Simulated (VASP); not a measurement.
# LiH (Fm-3m) in VASP: notebook

LiH is run at these levels: RPBE, BLYP, PBE, PBE-based global hybrid; tasks: single point.

Program: VASP 6.6.1. These are calculated values, not measurements. Logs are shortened: lines on timing, memory, paths and dates and some standing lists are left out, and cuts for length are marked.

## 1. The cell of the first run

It takes space group Fm-3m (No. 225, cubic). Conventional cell: a = 4.074 Å, b = 4.074 Å, c = 4.074 Å, α = 90.00°, β = 90.00°, γ = 90.00°. Li (site symmetry m-3m) has 6 H at 2.04 Å within 2.7 Å. Within 2.7 Å of H (site symmetry m-3m) lie 6 Li at 2.04 Å.

## 2. Single point, RPBE

INCAR reads:

```
ALGO = Normal
EDIFF = 1E-6
ENCUT = 520
GGA = RP
ISIF = 2
ISMEAR = 0
LASPH = True
LCHARG = True
LELF = True
LREAL = False
LVHAR = True
LWAVE = False
NBANDS = 9
NELM = 80
PREC = Accurate
SIGMA = 0.05
```

KPOINTS reads:

```
k-points
0
Gamma
  11 11 11
```

POSCAR reads:

```
LiH
1.0
    0.0000000000      2.0367500000      2.0367500000
    2.0367500000      0.0000000000      2.0367500000
    2.0367500000      2.0367500000      0.0000000000
Li H
1 1
Direct
    0.0000000000      0.0000000000      0.0000000000
    0.5000000000      0.5000000000      0.5000000000
```

Potentials or basis: VASP PAW PBE potentials, release 64 (Li_sv, H).

On the command line:

```
$ cat potpaw_PBE.64/Li_sv/POTCAR potpaw_PBE.64/H/POTCAR > POTCAR
$ mpirun -np 1 vasp_std > vasp.out
```

OUTCAR:

```text
EDIFF = 1E-6
   ENCUT = 520
   GGA = RP
   ISIF = 2
   ISMEAR = 0
   LASPH = True
   LREAL = False
   NELM = 80
   PREC = Accurate

 ion  position               nearest neighbor table
   1  0.000  0.000  0.000-
   2  0.500  0.500  0.500-

  LATTYP: Found a face centered cubic cell.
 ALAT       =     4.0735000000

  Lattice vectors:

 A1 = (   0.0000000000,   2.0367500000,   2.0367500000)
 A2 = (   2.0367500000,   0.0000000000,   2.0367500000)
 A3 = (   2.0367500000,   2.0367500000,   0.0000000000)

Analysis of symmetry for initial positions (statically):
=====================================================================
 Subroutine PRICEL returns:
 Original cell was already a primitive cell.

 Routine SETGRP: Setting up the symmetry group for a
 face centered cubic supercell.

 Subroutine GETGRP returns: Found 48 space group operations
 (whereof 48 operations were pure point group operations)
 out of a pool of 48 trial point group operations.

The static configuration has the point symmetry O_h .

Analysis of symmetry for dynamics (positions and initial velocities):
=====================================================================
 Subroutine PRICEL returns:
 Original cell was already a primitive cell.

 Routine SETGRP: Setting up the symmetry group for a
 face centered cubic supercell.

 Subroutine GETGRP returns: Found 48 space group operations
 (whereof 48 operations were pure point group operations)
 out of a pool of 48 trial point group operations.

The dynamic configuration has the point symmetry O_h .

 Subroutine INISYM returns: Found 48 space group operations
 (whereof 48 operations are pure point group operations),
 and found     1 'primitive' translations

----------------------------------------------------------------------------------------

                                     Primitive cell

  volume of cell :      16.8983

  direct lattice vectors                    reciprocal lattice vectors
     0.000000000  2.036750000  2.036750000    -0.245489137  0.245489137  0.245489137
     2.036750000  0.000000000  2.036750000     0.245489137 -0.245489137  0.245489137
     2.036750000  2.036750000  0.000000000     0.245489137  0.245489137 -0.245489137

  length of vectors
     2.880399473  2.880399473  2.880399473     0.425199658  0.425199658  0.425199658

  position of ions in fractional coordinates (direct lattice)
[... 82 lines left out ...]
   NSW    =      0    number of steps for IOM
   IBRION =     -1    ionic relax: 0-MD 1-quasi-New 2-CG
   NFREE  =      0    steps in history (QN), initial steepest desc. (CG)
   ISIF   =      2    stress and relaxation
   ISYM   =      2    0-nonsym 1-usesym 2-fastsym
   POTIM  = 0.5000    time-step for ionic-motion
   TEBEG  =    0.0;   TEEND  =   0.0 temperature during run
   PSTRESS=    0.0 pullay stress
   NELECT =       4.0000    total number of electrons
   NUPDOWN=      -1.0000    fix difference up-down
   EMIN   =  10.00;   EMAX   =-10.00  energy-range for DOS
   EFERMI =   0.00;   METHOD = LEGACY
   ISMEAR =     0;   SIGMA  =   0.05  broadening in eV -4-tet -1-fermi 0-gaus
   EFERMI_NEDOS =   21; number of points for ismear=-14 and -15
   IALGO  =     38    algorithm
   IMIX   =      4    mixing-type and parameters
     AMIX     =   0.40;   BMIX     =  1.00
     AMIX_MAG =   1.60;   BMIX_MAG =  1.00
  volume/ion in A,a.u.               =       8.45        57.02
  Fermi-wavevector in a.u.,A,eV,Ry     =   1.012699  1.913724 13.953585  1.025560
  Thomas-Fermi vector in A             =   2.145824
   LORBIT       =      0    0 simple, 1 ext, 2 COOP (PROOUT), +10 PAW based schemes
   GGA     = RP    functional components
   LHFCALC =     F    Hartree Fock is set to
   AEXX    =    0.0000 exact exchange contribution
   IVDW    =     0    specifies the selected vdW correction
   LEPSILON=     F    determine dielectric tensor
   LRPA    =     F    only Hartree local field effects (RPA)
 non-spin polarized calculation
 Gauss-broadening in eV      SIGMA  =   0.05
  energy-cutoff  :      520.00
  volume of cell :       16.90
 maximum number of plane-waves:       470
 NGX is ok and might be reduce to    24
   NGX = 11   NGY = 11   NGZ = 11

 number of electron       3.9999999 magnetization

 Free energy of the ion-electron system (eV)
  ---------------------------------------------------
  ext. energy  EPLUGINS =         0.00000000
  ---------------------------------------------------
  free energy    TOTEN  =        -6.01977359 eV

  energy without entropy =       -6.01977359  energy(sigma->0) =       -6.01977359

 E-fermi :   0.2770     XC(G=0):  -8.2240

 val. band max:       -0.1291233656   @ k =  -0.4545   0.4545   0.0000
 cond. band min:       3.2281987880   @ k =  -0.4545   0.4545   0.0000
 fundamental gap:      3.3573221535
 Fermi energy:         0.2770388496

 k-point     1 :       0.0000    0.0000    0.0000
  band No.  band energies     occupation
      1     -44.6082      2.00000
      2      -5.2772      2.00000
      3      15.4367      0.00000
      4      17.6387      0.00000
      5      17.6387      0.00000
      6      17.6387      0.00000
      7      22.0765      0.00000
      8      22.0765      0.00000
      9      22.0765      0.00000
[... 265 lines left out ...]
 k-point    24 :      -0.1818    0.1818    0.0000
  band No.  band energies     occupation
      1     -44.5836      2.00000
      2      -3.7887      2.00000
      3       9.9433      0.00000
      4      10.2151      0.00000
      5      15.8300      0.00000
      6      17.4125      0.00000
      7      20.9845      0.00000
      8      22.9551      0.00000
      9      24.4702      0.00000

 [... further k-points ...]

------------------------ aborting loop because EDIFF is reached ----------------------------------------

  FORCE on cell =-STRESS in cart. coord.  units (eV):
  Direction    XX          YY          ZZ          XY          YZ          ZX
  --------------------------------------------------------------------------------------
  -------------------------------------------------------------------------------------
  Total       -0.0519214     -0.0519214     -0.0519214     -0.0000000      0.0000000      0.0000000
  in kB       -4.9228148     -4.9228148     -4.9228148     -0.0000000      0.0000000      0.0000000
  external PRESSURE =      -4.9228148 kB  Pullay stress =       0.0000000 kB

 VOLUME and BASIS-vectors are now :
 -----------------------------------------------------------------------------
  energy-cutoff  :      520.00
  volume of cell :       16.90
      direct lattice vectors                 reciprocal lattice vectors
     0.000000000  2.036750000  2.036750000    -0.245489137  0.245489137  0.245489137
     2.036750000  0.000000000  2.036750000     0.245489137 -0.245489137  0.245489137
     2.036750000  2.036750000  0.000000000     0.245489137  0.245489137 -0.245489137

 POSITION                                       TOTAL-FORCE (eV/Angst)
 -----------------------------------------------------------------------------------
      0.00000      0.00000      0.00000         0.000000      0.000000     -0.000000
      2.03675      2.03675      2.03675        -0.000000     -0.000000      0.000000
 -----------------------------------------------------------------------------------
    total drift:                                0.000000     -0.000000     -0.000000

  FREE ENERGIE OF THE ION-ELECTRON SYSTEM (eV)
  ---------------------------------------------------
  free  energy   TOTEN  =        -6.0197735949 eV

  energy  without entropy=       -6.0197735949  energy(sigma->0) =       -6.01977359
```

Wall time 8.1 s (1 thread of Intel Xeon Platinum 8488C (Sapphire Rapids), shared host); peak memory 0.13 GiB.

Results:

| Property | Result |
| --- | --- |
| Free energy | -6.0198 eV |
| Band gap on the k mesh | 3.36 eV, direct |

Caveat: the cutoff is under 1.25 times the usual one of these potentials, so pressure, stress and relaxed cells hold a basis-set (Pulay) error; the PAW data sets were made with another functional, which shifts forces and pressure a little.

(Part 1 of 2 ends here.)
